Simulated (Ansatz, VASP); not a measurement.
# Fe: VASP beside Ansatz

```
CELL_PARAMETERS angstrom
0.00000 2.39095 2.39095
2.39095 0.00000 2.39095
2.39095 2.39095 0.00000
ATOMIC_POSITIONS crystal
Fe 0.12500 0.12500 0.12500
Fe 0.87500 0.87500 0.87500
```

Alike in both runs: task single point; functional RPBE; k mesh 12 × 12 × 12; occupations fermi-dirac, width 0.1 eV; no spin polarisation.

|  | VASP | Ansatz |
| --- | --- | --- |
| version | VASP 6.6.1 | Ansatz 0.2.0 |
| potentials or method | VASP PAW PBE potentials, release 64 (Fe_sv), cutoff 690 eV | plane waves (420 eV) with PAW, scalar-relativistic |
| valence electrons in the cell | 32 | 32 |

|  | VASP | Ansatz | Ansatz less VASP |
| --- | --- | --- | --- |
| pressure (GPa) | 13.1 | 14.4 | +1.21 |

VASP's potentials were made for PBE, not for RPBE.
